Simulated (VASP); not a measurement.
# PbI2 (P-3m1) in VASP: a series of runs

PbI2 is run at these levels: PBE-based screened hybrid with 75 % exact exchange, PBE-based global hybrid with 75 % exact exchange; tasks: single point.

Program: VASP 6.6.1. These are calculated values, not measurements. Logs are shortened: lines on timing, memory, paths and dates and some standing lists are left out, and cuts for length are marked.

## 1. The cell of the first run

It takes space group P-3m1 (No. 164, trigonal). Conventional cell: a = 4.566 Å, b = 4.566 Å, c = 7.041 Å, α = 90.00°, β = 90.00°, γ = 120.00°. Within 4.3 Å of Pb (site symmetry -3m) lie 6 I at 3.24 Å. I (site symmetry 3m) has 3 Pb at 3.24 Å and 3 I at 4.21 Å within 4.3 Å.

## 2. Single point, PBE-based screened hybrid with 75 % exact exchange

POSCAR

```
PbI2
1.0
    4.5657260587      0.0000000000      0.0000000000
   -2.2828630293      3.9540347535      0.0000000000
    0.0000000000      0.0000000000      7.0410820790
Pb I
1 2
Direct
    0.0000000000      0.0000000000      0.0000000000
    0.3333333333      0.6666666667      0.2667794131
    0.6666666667      0.3333333333      0.7332205869
```

INCAR.step1

```
ALGO = Normal
EDIFF = 1E-5
ENCUT = 400
GGA = PE
GGA_COMPAT = F
ISIF = 2
ISMEAR = 0
LASPH = T
LREAL = F
LWAVE = T
NBANDS = 21
NELM = 120
PREC = Accurate
SIGMA = 0.01
```

INCAR.step2

```
AEXX = 0.75
ALGO = Normal
EDIFF = 1E-6
ENCUT = 400
GGA = PE
GGA_COMPAT = F
HFSCREEN = 0.1
ISIF = 2
ISMEAR = 0
ISTART = 1
LASPH = T
LCHARG = T
LELF = T
LHFCALC = T
LREAL = F
LVHAR = T
LWAVE = F
NBANDS = 21
NELM = 120
PREC = Accurate
PRECFOCK = Normal
SIGMA = 0.01
```

KPOINTS

```
k-points
0
Gamma
  6 6 2
```

Potentials or basis: VASP PAW PBE potentials, release 64 (Pb_d, I).

Started as:

```bash
> cat potpaw_PBE.64/Pb_d/POTCAR potpaw_PBE.64/I/POTCAR > POTCAR
> cp INCAR.step1 INCAR
> mpirun -np 1 vasp_std > vasp.out
> cp INCAR.step2 INCAR
> mpirun -np 1 vasp_std > vasp.out
```

OUTCAR:

```text
AEXX = 0.75
   EDIFF = 1E-6
   ENCUT = 400
   GGA = PE
   HFSCREEN = 0.1
   ISIF = 2
   ISMEAR = 0
   ISTART = 1
   LASPH = T
   LHFCALC = T
   LREAL = F
   NELM = 120
   PREC = Accurate
   PRECFOCK = Normal

 ion  position               nearest neighbor table
   1  0.000  0.000  0.000-   2 3.24   3 3.24   2 3.24   3 3.24   3 3.24   2 3.24
   2  0.333  0.667  0.267-   1 3.24   1 3.24   1 3.24
   3  0.667  0.333  0.733-   1 3.24   1 3.24   1 3.24

  LATTYP: Found a hexagonal cell.
 ALAT       =     4.5657260587
 C/A-ratio  =     1.5421604337

  Lattice vectors:

 A1 = (   4.5657260587,   0.0000000000,   0.0000000000)
 A2 = (  -2.2828630293,   3.9540347535,   0.0000000000)
 A3 = (   0.0000000000,   0.0000000000,   7.0410820790)

Analysis of symmetry for initial positions (statically):
=====================================================================
 Subroutine PRICEL returns:
 Original cell was already a primitive cell.

 Routine SETGRP: Setting up the symmetry group for a
 hexagonal supercell.

 Subroutine GETGRP returns: Found 12 space group operations
 (whereof 12 operations were pure point group operations)
 out of a pool of 24 trial point group operations.

The static configuration has the point symmetry D_3d.

Analysis of symmetry for dynamics (positions and initial velocities):
=====================================================================
 Subroutine PRICEL returns:
 Original cell was already a primitive cell.

 Routine SETGRP: Setting up the symmetry group for a
 hexagonal supercell.

 Subroutine GETGRP returns: Found 12 space group operations
 (whereof 12 operations were pure point group operations)
 out of a pool of 24 trial point group operations.

The dynamic configuration has the point symmetry D_3d.

 Subroutine INISYM returns: Found 12 space group operations
 (whereof 12 operations are pure point group operations),
 and found     1 'primitive' translations

----------------------------------------------------------------------------------------

                                     Primitive cell

  volume of cell :     127.1129

  direct lattice vectors                    reciprocal lattice vectors
     4.565726059  0.000000000  0.000000000     0.219023215  0.126453112  0.000000000
    -2.282863029  3.954034754  0.000000000     0.000000000  0.252906224  0.000000000
     0.000000000  0.000000000  7.041082079     0.000000000  0.000000000  0.142023625

  length of vectors
     4.565726059  4.565726059  7.041082079     0.252906224  0.252906224  0.142023625

  position of ions in fractional coordinates (direct lattice)
     0.000000000  0.000000000  0.000000000
     0.333333333  0.666666667  0.266779413
     0.666666667  0.333333333  0.733220587

  ion indices of the primitive-cell ions
   primitive index   ion index
                 1           1
                 2           2
                 3           3

----------------------------------------------------------------------------------------

 KPOINTS: k-points

Automatic generation of k-mesh.
 Grid dimensions read from file:
 generate k-points for:    6    6    2

 Generating k-lattice:

  Cartesian coordinates                     Fractional coordinates (reciprocal lattice)
     0.036503869  0.021075519  0.000000000     0.166666667  0.000000000  0.000000000
     0.000000000  0.042151037  0.000000000     0.000000000  0.166666667  0.000000000
     0.000000000  0.000000000  0.071011812     0.000000000  0.000000000  0.500000000

  Length of vectors
     0.042151037  0.042151037  0.071011812

  Shift w.r.t. Gamma in fractional coordinates (k-lattice)
     0.000000000  0.000000000  0.000000000

 Subroutine IBZKPT returns following result:
 ===========================================

 Found     14 irreducible k-points:

 Following reciprocal coordinates:
            Coordinates               Weight
  0.000000  0.000000  0.000000      1.000000
  0.166667 -0.000000  0.000000      6.000000
  0.333333 -0.000000  0.000000      6.000000
  0.500000 -0.000000  0.000000      3.000000
  0.166667  0.166667  0.000000      6.000000
  0.333333  0.166667  0.000000     12.000000
  0.333333  0.333333  0.000000      2.000000
  0.000000  0.000000  0.500000      1.000000
  0.166667 -0.000000  0.500000      6.000000
  0.333333 -0.000000  0.500000      6.000000
  0.500000 -0.000000  0.500000      3.000000
  0.166667  0.166667  0.500000      6.000000
  0.333333  0.166667  0.500000     12.000000
  0.333333  0.333333  0.500000      2.000000
   k-points           NKPTS =     14   k-points in BZ     NKDIM =     72   number of bands    NBANDS=     21
   number of dos      NEDOS =    301   number of ions     NIONS =      3
   total plane-waves  NPLWV =  43200
   dimension x,y,z NGX =    30 NGY =   30 NGZ =   48
   dimension x,y,z NGXF=    60 NGYF=   60 NGZF=   96
   ions per type =               1   2
   NGX,Y,Z   is equivalent  to a cutoff of  10.92, 10.92, 11.33 a.u.
   NGXF,Y,Z  is equivalent  to a cutoff of  21.85, 21.85, 22.67 a.u.
 SYSTEM =  unknown system
   PREC   = accura    normal or accurate (medium, high low for compatibility)
   ISTART =      1    job   : 0-new  1-cont  2-samecut
   ICHARG =      0    charge: 1-file 2-atom 10-const
   ISPIN  =      1    spin polarized calculation?
   LNONCOLLINEAR =      F non collinear calculations
   LSORBIT =      F    spin-orbit coupling
   LASPH  =      T    aspherical Exc in radial PAW
   ENCUT  =  400.0 eV  29.40 Ry    5.42 a.u.   7.45  7.45 11.48*2*pi/ulx,y,z
   NELM   =    120;   NELMIN=  2; NELMDL=  0     # of ELM steps
   EDIFF  = 0.1E-05   stopping-criterion for ELM
   LREAL  =      F    real-space projection
   EDIFFG = 0.1E-04   stopping-criterion for IOM
   NSW    =      0    number of steps for IOM
   IBRION =     -1    ionic relax: 0-MD 1-quasi-New 2-CG
   NFREE  =      0    steps in history (QN), initial steepest desc. (CG)
   ISIF   =      2    stress and relaxation
   ISYM   =      3    0-nonsym 1-usesym 2-fastsym
   POTIM  = 0.5000    time-step for ionic-motion
   TEBEG  =    0.0;   TEEND  =   0.0 temperature during run
   PSTRESS=    0.0 pullay stress
   NELECT =      28.0000    total number of electrons
   NUPDOWN=      -1.0000    fix difference up-down
   EMIN   =  10.00;   EMAX   =-10.00  energy-range for DOS
   EFERMI =   0.00;   METHOD = LEGACY
   ISMEAR =     0;   SIGMA  =   0.01  broadening in eV -4-tet -1-fermi 0-gaus
   EFERMI_NEDOS =   21; number of points for ismear=-14 and -15
   IALGO  =     38    algorithm
   IMIX   =      1    mixing-type and parameters
     AMIX     =   0.40;   BMIX     =  1.00
     AMIX_MAG =   1.60;   BMIX_MAG =  1.00
  volume/ion in A,a.u.               =      42.37       285.93
  Fermi-wavevector in a.u.,A,eV,Ry     =   0.988699  1.868371 13.300055  0.977526
  Thomas-Fermi vector in A             =   2.120245
   LORBIT       =      0    0 simple, 1 ext, 2 COOP (PROOUT), +10 PAW based schemes
   GGA     = PE    functional components
   LHFCALC =     T    Hartree Fock is set to
   PRECFOCK=normal    Normal, Fast or Accurate (Low or Medium for compatibility)
   ENCUT4O =  -1.0   cutoff for four orbital integrals eV
   NKREDX  =     1    reduce k-point grid by
   NKREDY  =     1    reduce k-point grid by
   NKREDZ  =     1    reduce k-point grid by
   AEXX    =    0.7500 exact exchange contribution
   HFSCREEN=    0.1000 screening length (either q_TF or 0.3 A-1)
   HFSCREENC=   0.1000 screening length for correlation (either q_TF or 0.3 A-1)
   ENCUTFOCK=  -1.0 apply spherical cutoff to Coloumb kernel
   IVDW    =     0    specifies the selected vdW correction
   LEPSILON=     F    determine dielectric tensor
   LRPA    =     F    only Hartree local field effects (RPA)
 non-spin polarized calculation
 Gauss-broadening in eV      SIGMA  =   0.01
  energy-cutoff  :      400.00
  volume of cell :      127.11
 maximum number of plane-waves:      2326
 NGX is ok and might be reduce to    30
  NGX = 24; NGY = 24; NGZ = 36

 number of electron      27.9999998 magnetization

 Free energy of the ion-electron system (eV)
  ---------------------------------------------------
  ext. energy  EPLUGINS =         0.00000000
  ---------------------------------------------------
  free energy    TOTEN  =       -16.20586019 eV

  energy without entropy =      -16.20586019  energy(sigma->0) =      -16.20586019

 E-fermi :   0.5683     XC(G=0):  -3.6166

 val. band max:        0.4661963668   @ k =   0.0000   0.0000   0.5000
 cond. band min:       5.9027558550   @ k =   0.0000   0.0000   0.5000
 fundamental gap:      5.4365594882
 Fermi energy:         0.5682587157

 k-point     1 :       0.0000    0.0000    0.0000
  band No.  band energies     occupation
      1     -20.7841      2.00000
      2     -20.7841      2.00000
      3     -20.7391      2.00000
      4     -20.7323      2.00000
      5     -20.7323      2.00000
      6     -15.2821      2.00000
[... 13 lines left out ...]
     20      12.0508      0.00000
     21      12.0876      0.00000

 k-point     2 :       0.1667   -0.0000    0.0000
  band No.  band energies     occupation
      1     -20.7958      2.00000
      2     -20.7820      2.00000
      3     -20.7368      2.00000
      4     -20.7331      2.00000
      5     -20.7303      2.00000
      6     -15.1206      2.00000
[... 13 lines left out ...]
     20      11.5207      0.00000
     21      12.1801      0.00000

 k-point     3 :       0.3333   -0.0000    0.0000
  band No.  band energies     occupation
      1     -20.8193      2.00000
      2     -20.7793      2.00000
      3     -20.7384      2.00000
      4     -20.7279      2.00000
      5     -20.7246      2.00000
      6     -14.7246      2.00000
[... 13 lines left out ...]
     20      12.5085      0.00000
     21      13.1535      0.00000
[... 217 lines left out ...]
 k-point    13 :       0.3333    0.1667    0.5000
  band No.  band energies     occupation
      1     -20.8222      2.00000
      2     -20.7874      2.00000
      3     -20.7361      2.00000
      4     -20.7272      2.00000
      5     -20.7228      2.00000
      6     -14.3534      2.00000
[... 13 lines left out ...]
     20      12.3674      0.00000
     21      12.4511      0.00000

 k-point    14 :       0.3333    0.3333    0.5000
  band No.  band energies     occupation
      1     -20.8073      2.00000
      2     -20.8073      2.00000
      3     -20.7290      2.00000
      4     -20.7290      2.00000
      5     -20.7263      2.00000
      6     -14.2099      2.00000
[... 13 lines left out ...]
     20      11.7874      0.00000
     21      12.3377      0.00000

------------------------ aborting loop because EDIFF is reached ----------------------------------------

  FORCE on cell =-STRESS in cart. coord.  units (eV):
  Direction    XX          YY          ZZ          XY          YZ          ZX
  --------------------------------------------------------------------------------------
  -------------------------------------------------------------------------------------
  Total       -0.1970193     -0.1970193     -0.6019761     -0.0000000     -0.0000000      0.0000000
  in kB       -2.4833029     -2.4833029     -7.5875241     -0.0000000     -0.0000000      0.0000000
  external PRESSURE =      -4.1847100 kB  Pullay stress =       0.0000000 kB

 VOLUME and BASIS-vectors are now :
 -----------------------------------------------------------------------------
  energy-cutoff  :      400.00
  volume of cell :      127.11
      direct lattice vectors                 reciprocal lattice vectors
     4.565726059  0.000000000  0.000000000     0.219023215  0.126453112  0.000000000
    -2.282863029  3.954034754  0.000000000     0.000000000  0.252906224  0.000000000
     0.000000000  0.000000000  7.041082079     0.000000000  0.000000000  0.142023625

 POSITION                                       TOTAL-FORCE (eV/Angst)
 -----------------------------------------------------------------------------------
      0.00000      0.00000      0.00000         0.000000     -0.000000     -0.000000
     -0.00000      2.63602      1.87842         0.000000     -0.000000     -0.290494
      2.28286      1.31801      5.16267        -0.000000      0.000000      0.290494
 -----------------------------------------------------------------------------------
    total drift:                               -0.000000     -0.000001     -0.000023

  FREE ENERGIE OF THE ION-ELECTRON SYSTEM (eV)
  ---------------------------------------------------
  free  energy   TOTEN  =       -16.2058601880 eV

  energy  without entropy=      -16.2058601880  energy(sigma->0) =      -16.20586019
```

Run time: 71 min. Hardware: 1 thread of Intel Xeon Platinum 8375C at 2.90GHz (Ice Lake), shared host; peak memory 0.33 GiB.

Results:

- Free energy: -16.2059 eV
- Pressure: -0.4 GPa
- Largest force: 0.290 eV/Å
- Band gap on the k mesh: 5.44 eV

Forces on the atoms (eV/Å):
```
Pb   0.000  0.000  0.000
I    0.000  0.000 -0.290
I    0.000  0.000  0.290
```

Caveat: the k points lie up to 0.45 Å⁻¹ apart; the PAW data sets were made with another functional, which shifts forces and pressure a little; spin-orbit coupling is left out, which moves the levels of the heavy elements.

(Part 1 of 2 ends here.)
